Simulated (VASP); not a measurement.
Here is a VASP 6.6.1 calculation.

File INCAR:

```
PREC     = Accurate       # precision mode
ENCUT    = 600            # plane-wave cutoff, eV
EDIFF    = 1E-7           # SCF threshold, eV
ISMEAR   = 1              # smearing method
SIGMA    = 0.1            # smearing width, eV
LREAL    = False          # projectors in reciprocal space
LASPH    = True           # aspherical terms in the spheres
NELM     = 60             # most SCF steps
ALGO     = Normal         # electronic algorithm
ISIF     = 3              # what is computed and relaxed
LWAVE    = False          # write WAVECAR
LCHARG   = False          # write CHGCAR
GGA      = B5             # functional
ALDAX    = 1.0          
AGGAX    = 1.0          
AGGAC    = 1.0          
ALDAC    = 0.0          
IVDW     = 13             # dispersion correction
VDW_S6   = 1.0          
VDW_S8   = 2.34076671   
VDW_A1   = 0.44488865   
VDW_A2   = 4.0933009    
IBRION   = 2              # ionic algorithm
NSW      = 60             # ionic steps
EDIFFG   = -0.01          # ionic threshold
```

Contents of KPOINTS:

```
Automatic mesh
0
Gamma
  9 9 9
```

File POSCAR:

```
SrO
1.0
    0.0000000000      2.4959547047      2.4959547047
    2.4959547047      0.0000000000      2.4959547047
    2.4959547047      2.4959547047      0.0000000000
Sr O
1 1
Direct
    0.5000000000      0.5000000000      0.5000000000
    0.0000000000      0.0000000000      0.0000000000
```

Potentials or basis: VASP PAW PBE potentials, release 64 (Sr_sv, O).

Command:

```sh
$ cat potpaw_PBE.64/Sr_sv/POTCAR potpaw_PBE.64/O/POTCAR > POTCAR
$ mpirun -np 1 vasp_std > vasp.out
```

(1) Predict the relaxed cell.

(2) Estimate the relaxed volume.

Results:

(1) a = 3.675 Å, b = 3.675 Å, c = 3.675 Å, α = 60.00°, β = 60.00°, γ = 60.00°.

(2) 17.55 Å³/atom.

Caveat: the PAW data sets were made with another functional, which shifts forces and pressure a little.
